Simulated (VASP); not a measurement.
Wanted: the native input for a VASP 6.6.1 run.

* Task: relaxation of the atoms
* Functional: LDA
* Potentials or basis: VASP PAW LDA potentials, release 64 (Al, Ga_d, N)
* Cutoff: 520 eV
* k mesh: 8 × 8 × 6
* Occupations: gaussian, width 0.05 eV
* Spin: no spin polarisation
* Dipole correction: no
* Further INCAR settings: ALGO = Normal; EDIFF = 1e-07; IBRION = 2; EDIFFG = -0.01; NSW = 50

The structure of AlGaN2 lies in POSCAR:

```
AlGaN2
1.0
    2.8923001885      0.0000000000      0.0000000000
    0.0000000000      2.8923001885      0.0000000000
    0.0000000000      0.0000000000      4.8824919482
Al Ga N
1 1 2
Direct
    0.5000000000      0.5000000000      0.5000000000
    0.0000000000      0.0000000000      0.0000000000
    0.5000000000      0.0000000000      0.7400738390
    0.0000000000      0.5000000000      0.2599261610
```

The input as run:

INCAR

```
ALGO = Normal ; EDIFF = 1E-7
EDIFFG = -0.01 ; ENCUT = 520
IBRION = 2 ; ISIF = 2
ISMEAR = 0 ; LASPH = True
LCHARG = False ; LREAL = False
LWAVE = False ; NELM = 100
NSW = 50 ; PREC = Accurate
SIGMA = 0.05
```

KPOINTS

```
k-points
0
Gamma
  8 8 6
```

Potentials or basis: VASP PAW LDA potentials, release 64 (Al, Ga_d, N).

The run is started by

```sh
$ cat potpaw_LDA.64/Al/POTCAR potpaw_LDA.64/Ga_d/POTCAR potpaw_LDA.64/N/POTCAR > POTCAR
$ mpirun -np 1 vasp_std > vasp.out
```

Results of the run:

The energy gained by relaxing is 0.4 meV/atom, the ionic steps are 3 and the pressure after relaxing is 8.0 GPa. The band gap on the k mesh is 2.59 eV (least direct gap 2.79 eV).

It took 54 s on 1 thread of Intel(R) Xeon(R) Platinum 8375C CPU @ 2.90GHz (Ice Lake) (shared host), peak memory 0.17 GiB.
